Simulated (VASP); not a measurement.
# ZnS (Wurtzite-2H) (P6_3mc) in VASP: further runs

ZnS (Wurtzite-2H) is run at these levels: PBE+D3(BJ); tasks: single point, relaxation of cell and atoms.

All numbers are computed with VASP 6.6.1; they aren't measurements. Logs are shortened: lines on timing, memory, paths and dates and some standing lists are left out, and cuts for length are marked.

**1. The cell of the first run**

It takes space group P6_3mc (No. 186, hexagonal). Conventional cell: a = 3.795 Å, b = 3.795 Å, c = 6.235 Å, α = 90.00°, β = 90.00°, γ = 120.00°. Zn (site symmetry 3m) has 4 S at 2.33 Å within 3.1 Å. S (site symmetry 3m) has 4 Zn at 2.33 Å within 3.1 Å.

**2. Single point, PBE+D3(BJ)**

Input file INCAR:

```
  PREC = Accurate
  ENCUT = 520
  EDIFF = 1E-6
  ISMEAR = 0
  SIGMA = 0.02
  LREAL = False
  LASPH = True
  NELM = 60
  ALGO = Normal
  ISIF = 2
  LWAVE = False
  LCHARG = True
  GGA = PE
  IVDW = 12
  LELF = True
  LVHAR = True
  NBANDS = 26
```

Input file KPOINTS:

```
regular mesh
0
Gamma
  9 9 6
```

Input file POSCAR:

```
ZnS
1.0
    3.7948528151      0.0000000000      0.0000000000
   -1.8974264076      3.2864389415      0.0000000000
    0.0000000000      0.0000000000      6.2349773970
Zn S
2 2
Direct
    0.3333333333      0.6666666667      0.0056210532
    0.6666666667      0.3333333333      0.5056210532
    0.3333333333      0.6666666667      0.3793789468
    0.6666666667      0.3333333333      0.8793789468
```

Potentials or basis: VASP PAW PBE potentials, release 64 (Zn, S).

Run with:

```
$ cat potpaw_PBE.64/Zn/POTCAR potpaw_PBE.64/S/POTCAR > POTCAR
$ mpirun -np 1 vasp_std > vasp.out
```

OUTCAR:

```text
PREC = Accurate
   ENCUT = 520
   EDIFF = 1E-6
   ISMEAR = 0
   LREAL = False
   LASPH = True
   NELM = 60
   ISIF = 2
   GGA = PE
   IVDW = 12
 IVDW          = 12

 ion  position               nearest neighbor table
   1  0.333  0.667  0.006-   4 2.33   4 2.33   4 2.33   3 2.33
   2  0.667  0.333  0.506-   3 2.33   3 2.33   3 2.33   4 2.33
   3  0.333  0.667  0.379-   2 2.33   2 2.33   2 2.33   1 2.33
   4  0.667  0.333  0.879-   1 2.33   1 2.33   1 2.33   2 2.33

  LATTYP: Found a hexagonal cell.
 ALAT       =     3.7948528151
 C/A-ratio  =     1.6430090179

  Lattice vectors:

 A1 = (   3.7948528151,   0.0000000000,   0.0000000000)
 A2 = (  -1.8974264076,   3.2864389415,   0.0000000000)
 A3 = (   0.0000000000,   0.0000000000,   6.2349773970)

Analysis of symmetry for initial positions (statically):
=====================================================================
 Subroutine PRICEL returns:
 Original cell was already a primitive cell.

 Routine SETGRP: Setting up the symmetry group for a
 hexagonal supercell.

 Subroutine GETGRP returns: Found 12 space group operations
 (whereof  6 operations were pure point group operations)
 out of a pool of 24 trial point group operations.

The static configuration has the point symmetry C_3v.
 The point group associated with its full space group is C_6v.

Analysis of symmetry for dynamics (positions and initial velocities):
=====================================================================
 Subroutine PRICEL returns:
 Original cell was already a primitive cell.

 Routine SETGRP: Setting up the symmetry group for a
 hexagonal supercell.

 Subroutine GETGRP returns: Found 12 space group operations
 (whereof  6 operations were pure point group operations)
 out of a pool of 24 trial point group operations.

The dynamic configuration has the point symmetry C_3v.
 The point group associated with its full space group is C_6v.

 Subroutine INISYM returns: Found 12 space group operations
 (whereof  6 operations are pure point group operations),
 and found     1 'primitive' translations

----------------------------------------------------------------------------------------

                                     Primitive cell

  volume of cell :      77.7598

  direct lattice vectors                    reciprocal lattice vectors
     3.794852815  0.000000000  0.000000000     0.263514831  0.152140359  0.000000000
    -1.897426408  3.286438942  0.000000000     0.000000000  0.304280718  0.000000000
     0.000000000  0.000000000  6.234977397     0.000000000  0.000000000  0.160385505

  length of vectors
     3.794852815  3.794852815  6.234977397     0.304280718  0.304280718  0.160385505

  position of ions in fractional coordinates (direct lattice)
     0.333333333  0.666666667  0.005621053
     0.666666667  0.333333333  0.505621053
     0.333333333  0.666666667  0.379378947
     0.666666667  0.333333333  0.879378947

  ion indices of the primitive-cell ions
   primitive index   ion index
                 1           1
                 2           2
                 3           3
                 4           4

----------------------------------------------------------------------------------------

 KPOINTS: regular mesh

Automatic generation of k-mesh.
 Grid dimensions read from file:
 generate k-points for:    9    9    6

 Generating k-lattice:

  Cartesian coordinates                     Fractional coordinates (reciprocal lattice)
     0.029279426  0.016904484  0.000000000     0.111111111  0.000000000  0.000000000
     0.000000000  0.033808969  0.000000000     0.000000000  0.111111111  0.000000000
     0.000000000  0.000000000  0.026730918     0.000000000  0.000000000  0.166666667

  Length of vectors
     0.033808969  0.033808969  0.026730918

  Shift w.r.t. Gamma in fractional coordinates (k-lattice)
     0.000000000  0.000000000  0.000000000

 Subroutine IBZKPT returns following result:
 ===========================================

 Found     48 irreducible k-points:

 Following reciprocal coordinates:
            Coordinates               Weight
  0.000000  0.000000  0.000000      1.000000
  0.111111  0.000000  0.000000      6.000000
  0.222222  0.000000  0.000000      6.000000
  0.333333  0.000000  0.000000      6.000000
  0.444444  0.000000  0.000000      6.000000
  0.111111  0.111111  0.000000      6.000000
[... 16 lines left out ...]
  0.333333  0.222222  0.166667     24.000000
  0.333333  0.333333  0.166667      4.000000
 [... further k-points ...]
   k-points           NKPTS =     48   k-points in BZ     NKDIM =     48   number of bands    NBANDS=     26
   number of dos      NEDOS =    301   number of ions     NIONS =      4
   total plane-waves  NPLWV =  37632
   dimension x,y,z NGX =    28 NGY =   28 NGZ =   48
   dimension x,y,z NGXF=    56 NGYF=   56 NGZF=   96
   ions per type =               2   2
   NGX,Y,Z   is equivalent  to a cutoff of  12.27, 12.27, 12.80 a.u.
   NGXF,Y,Z  is equivalent  to a cutoff of  24.53, 24.53, 25.60 a.u.
 SYSTEM =  unknown system
   PREC   = accura    normal or accurate (medium, high low for compatibility)
   ISTART =      0    job   : 0-new  1-cont  2-samecut
   ICHARG =      2    charge: 1-file 2-atom 10-const
   ISPIN  =      1    spin polarized calculation?
   LNONCOLLINEAR =      F non collinear calculations
   LSORBIT =      F    spin-orbit coupling
   LASPH  =      T    aspherical Exc in radial PAW
   ENCUT  =  520.0 eV  38.22 Ry    6.18 a.u.   7.06  7.06 11.59*2*pi/ulx,y,z
   NELM   =     60;   NELMIN=  2; NELMDL= -5     # of ELM steps
   EDIFF  = 0.1E-05   stopping-criterion for ELM
   LREAL  =      F    real-space projection
   EDIFFG = 0.1E-04   stopping-criterion for IOM
   NSW    =      0    number of steps for IOM
   IBRION =     -1    ionic relax: 0-MD 1-quasi-New 2-CG
   NFREE  =      0    steps in history (QN), initial steepest desc. (CG)
   ISIF   =      2    stress and relaxation
   ISYM   =      2    0-nonsym 1-usesym 2-fastsym
   POTIM  = 0.5000    time-step for ionic-motion
   TEBEG  =    0.0;   TEEND  =   0.0 temperature during run
   PSTRESS=    0.0 pullay stress
   NELECT =      36.0000    total number of electrons
   NUPDOWN=      -1.0000    fix difference up-down
   EMIN   =  10.00;   EMAX   =-10.00  energy-range for DOS
   EFERMI =   0.00;   METHOD = LEGACY
   ISMEAR =     0;   SIGMA  =   0.02  broadening in eV -4-tet -1-fermi 0-gaus
   EFERMI_NEDOS =   21; number of points for ismear=-14 and -15
   IALGO  =     38    algorithm
   IMIX   =      4    mixing-type and parameters
     AMIX     =   0.40;   BMIX     =  1.00
     AMIX_MAG =   1.60;   BMIX_MAG =  1.00
  volume/ion in A,a.u.               =      19.44       131.19
  Fermi-wavevector in a.u.,A,eV,Ry     =   1.266457  2.393257 21.822574  1.603914
  Thomas-Fermi vector in A             =   2.399657
   LORBIT       =      0    0 simple, 1 ext, 2 COOP (PROOUT), +10 PAW based schemes
   GGA     = PE    functional components
   LHFCALC =     F    Hartree Fock is set to
   AEXX    =    0.0000 exact exchange contribution
   IVDW    =    12    specifies the selected vdW correction
   LEPSILON=     F    determine dielectric tensor
   LRPA    =     F    only Hartree local field effects (RPA)
 non-spin polarized calculation
 Gauss-broadening in eV      SIGMA  =   0.02
  energy-cutoff  :      520.00
  volume of cell :       77.76
 maximum number of plane-waves:      2116
   NGX = 15   NGY = 15   NGZ = 23

 number of electron      35.9999996 magnetization

 Free energy of the ion-electron system (eV)
  ---------------------------------------------------
  ext. energy  EPLUGINS =         0.00000000
  ---------------------------------------------------
  free energy    TOTEN  =       -13.66486134 eV

  energy without entropy =      -13.66486134  energy(sigma->0) =      -13.66486134

 E-fermi :   2.3890     XC(G=0):  -9.6935

 val. band max:        2.2671314178   @ k =   0.0000   0.0000   0.0000
 cond. band min:       4.5123540235   @ k =   0.0000   0.0000   0.0000
 fundamental gap:      2.2452226056
 Fermi energy:         2.3889639148

 k-point     1 :       0.0000    0.0000    0.0000
  band No.  band energies     occupation
      1     -11.0062      2.00000
      2     -10.0508      2.00000
      3      -4.1435      2.00000
      4      -4.1254      2.00000
      5      -4.1254      2.00000
      6      -4.0404      2.00000
[... 18 lines left out ...]
     25       9.9690      0.00000
     26      11.5680      0.00000

 k-point     2 :       0.1111    0.0000    0.0000
  band No.  band energies     occupation
      1     -10.9210      2.00000
      2     -10.0030      2.00000
      3      -4.1371      2.00000
      4      -4.1212      2.00000
      5      -4.1086      2.00000
      6      -4.0318      2.00000
[... 18 lines left out ...]
     25      10.3492      0.00000
     26      11.0217      0.00000

 k-point     3 :       0.2222    0.0000    0.0000
  band No.  band energies     occupation
      1     -10.6865      2.00000
      2      -9.8846      2.00000
      3      -4.1439      2.00000
      4      -4.0869      2.00000
      5      -4.0705      2.00000
      6      -3.9897      2.00000
[... 18 lines left out ...]
     25      10.5336      0.00000
     26      11.2070      0.00000

 k-point     4 :       0.3333    0.0000    0.0000
  band No.  band energies     occupation
      1     -10.3706      2.00000
      2      -9.7667      2.00000
      3      -4.1342      2.00000
      4      -4.0451      2.00000
      5      -4.0373      2.00000
      6      -3.8897      2.00000
[... 18 lines left out ...]
     25      10.9446      0.00000
     26      12.0305      0.00000

 k-point     5 :       0.4444    0.0000    0.0000
  band No.  band energies     occupation
      1     -10.1051      2.00000
      2      -9.7268      2.00000
      3      -4.1210      2.00000
      4      -4.0224      2.00000
      5      -3.9527      2.00000
      6      -3.8373      2.00000
[... 18 lines left out ...]
     25      11.3345      0.00000
     26      13.5965      0.00000

 k-point     6 :       0.1111    0.1111    0.0000
  band No.  band energies     occupation
      1     -10.7609      2.00000
      2      -9.9197      2.00000
      3      -4.1345      2.00000
      4      -4.0935      2.00000
      5      -4.0891      2.00000
      6      -4.0123      2.00000
[... 427 lines left out ...]
 k-point    21 :       0.4444    0.1111    0.1667
  band No.  band energies     occupation
      1     -10.0008      2.00000
      2      -9.7454      2.00000
      3      -4.1105      2.00000
      4      -4.0113      2.00000
      5      -3.9349      2.00000
      6      -3.8474      2.00000
[... 18 lines left out ...]
     25      11.6355      0.00000
     26      13.2364      0.00000

 k-point    22 :       0.2222    0.2222    0.1667
  band No.  band energies     occupation
      1     -10.1782      2.00000
      2      -9.7609      2.00000
      3      -4.0812      2.00000
      4      -4.0413      2.00000
      5      -3.9629      2.00000
      6      -3.9149      2.00000
[... 18 lines left out ...]
     25      10.7600      0.00000
     26      11.6721      0.00000

 k-point    23 :       0.3333    0.2222    0.1667
  band No.  band energies     occupation
      1      -9.9537      2.00000
      2      -9.7434      2.00000
      3      -4.0912      2.00000
      4      -3.9897      2.00000
      5      -3.9042      2.00000
      6      -3.8285      2.00000
[... 18 lines left out ...]
     25      11.5181      0.00000
     26      12.3086      0.00000

 k-point    24 :       0.3333    0.3333    0.1667
  band No.  band energies     occupation
      1      -9.8067      2.00000
      2      -9.8067      2.00000
      3      -4.0938      2.00000
      4      -3.9316      2.00000
      5      -3.9316      2.00000
      6      -3.8085      2.00000
[... 18 lines left out ...]
     25      12.3876      0.00000
     26      12.4042      0.00000

 [... further k-points ...]

------------------------ aborting loop because EDIFF is reached ----------------------------------------

 Edisp (eV)   -1.25089

 E8    (eV) :    -0.4918

  FORCE on cell =-STRESS in cart. coord.  units (eV):
  Direction    XX          YY          ZZ          XY          YZ          ZX
  --------------------------------------------------------------------------------------
  -------------------------------------------------------------------------------------
  Total       0.07701     0.07701     0.08867    -0.00000     0.00000     0.00000
  in kB       1.58682     1.58682     1.82697    -0.00000     0.00000     0.00000
  external pressure =        1.67 kB  Pullay stress =        0.00 kB

 VOLUME and BASIS-vectors are now :
 -----------------------------------------------------------------------------
  energy-cutoff  :      520.00
  volume of cell :       77.76
      direct lattice vectors                 reciprocal lattice vectors
     3.794852815  0.000000000  0.000000000     0.263514831  0.152140359  0.000000000
    -1.897426408  3.286438942  0.000000000     0.000000000  0.304280718  0.000000000
     0.000000000  0.000000000  6.234977397     0.000000000  0.000000000  0.160385505

 POSITION                                       TOTAL-FORCE (eV/Angst)
 -----------------------------------------------------------------------------------
     -0.00000      2.19096      0.03505        -0.000000     -0.000000     -0.002631
      1.89743      1.09548      3.15254         0.000000      0.000000     -0.002631
     -0.00000      2.19096      2.36542        -0.000000      0.000000      0.002631
      1.89743      1.09548      5.48291        -0.000000      0.000000      0.002631
 -----------------------------------------------------------------------------------
    total drift:                               -0.000000     -0.000000     -0.000896

  FREE ENERGIE OF THE ION-ELECTRON SYSTEM (eV)
  ---------------------------------------------------
  free  energy   TOTEN  =       -14.9157554991 eV

  energy  without entropy=      -14.9157554991  energy(sigma->0) =      -14.91575550
```

It took 39 s on 1 thread of Intel Xeon 6975P-C (Granite Rapids), shared host; peak memory 0.24 GiB.

Results:

- Free energy: -14.9158 eV
- Pressure: 0.2 GPa
- Band gap on the k mesh: 2.25 eV, direct
- Dispersion energy per atom: -0.313 eV

Forces on the atoms (eV/Å):
```
Zn   0.000  0.000 -0.003
Zn   0.000  0.000 -0.003
S    0.000  0.000  0.003
S    0.000  0.000  0.003
```

**3. Relaxation of cell and atoms, PBE+D3(BJ)**

This run uses another cell than the first one, of 20.19 Å³/atom, 1.038 times its volume.

Input file INCAR:

```
SYSTEM = ZnS
ALGO = Normal
EDIFF = 1E-7
EDIFFG = -0.005
ENCUT = 600
GGA = PE
IBRION = 2
ISIF = 3
ISMEAR = 0
IVDW = 12
LASPH = .TRUE.
LCHARG = .FALSE.
LREAL = .FALSE.
LWAVE = .FALSE.
NELM = 100
NSW = 70
PREC = Accurate
SIGMA = 0.02
```

Input file KPOINTS:

```
k-points
0
G
  9 9 6
  0 0 0
```

Input file POSCAR:

```
ZnS
1.0
    3.8455096032      0.0000000000      0.0000000000
   -1.9227548016      3.3303090069      0.0000000000
    0.0000000000      0.0000000000      6.3052911691
Zn S
2 2
Direct
    0.3333333333      0.6666666667      0.0052193967
    0.6666666667      0.3333333333      0.5052193967
    0.3333333333      0.6666666667      0.3797806033
    0.6666666667      0.3333333333      0.8797806033
```

Potentials or basis: VASP PAW PBE potentials, release 64 (Zn, S).

Run with:

```
$ cat potpaw_PBE.64/Zn/POTCAR potpaw_PBE.64/S/POTCAR > POTCAR
$ mpirun -np 1 vasp_std > vasp.out
```

Run time: 3.4 min. Hardware: 1 thread of Intel Xeon 6975P-C (Granite Rapids), shared host; peak memory 0.29 GiB.

Results (log left out):

- Free energy: -14.9165 eV
- Relaxed volume: 19.48 Å³/atom
- Relaxed cell: a = 3.797 Å, b = 3.797 Å, c = 6.240 Å, α = 90.00°, β = 90.00°, γ = 120.00°
- Space group after relaxing (to 0.05 Å): P6_3mc (No. 186)
- Energy gained by relaxing: 5.7 meV/atom
- Ionic steps: 8
- Pressure after relaxing: 0.0 GPa
- Band gap on the k mesh: 2.24 eV, direct
- Dispersion energy per atom: -0.312 eV

Step by step:
```
step  energy change (eV)  largest force (eV/Å)  pressure (GPa)  volume (Å³)
   1              0.0000                0.0046           -2.49        80.75
   2             -0.0207                0.0150            0.78        77.14
   3             -0.0227                0.0125            0.02        77.92
   4             -0.0227                0.0123           -0.03        77.98
   5             -0.0227                0.0090           -0.03        77.98
   6             -0.0228                0.0013           -0.07        77.97
   7             -0.0227                0.0020            0.09        77.84
   8             -0.0228                0.0015            0.00        77.93
```

Final structure:
```
CELL_PARAMETERS angstrom
3.79727 0.00000 0.00000
-1.89863 3.28853 0.00000
0.00000 0.00000 6.24031
ATOMIC_POSITIONS crystal
Zn 0.33333 0.66667 0.00562
Zn 0.66667 0.33333 0.50562
S 0.33333 0.66667 0.37938
S 0.66667 0.33333 0.87938
```

Levels at points of the mesh, in eV from the valence-band top:
| k point | band 15 | band 16 | band 17 | band 18 | band 19 | band 20 | band 21 | band 22 |
| --- | --- | --- | --- | --- | --- | --- | --- | --- |
| (0.00, 0.00, 0.00) | -0.90 | -0.09 | 0.00 | 0.00 | 2.24 | 3.13 | 6.31 | 6.31 |
| (0.00, 0.00, 0.50) | -0.47 | -0.47 | -0.47 | -0.47 | 3.59 | 3.59 | 6.77 | 6.77 |

Expect the measured gap to be larger: semilocal functionals such as PBE lack the derivative discontinuity.
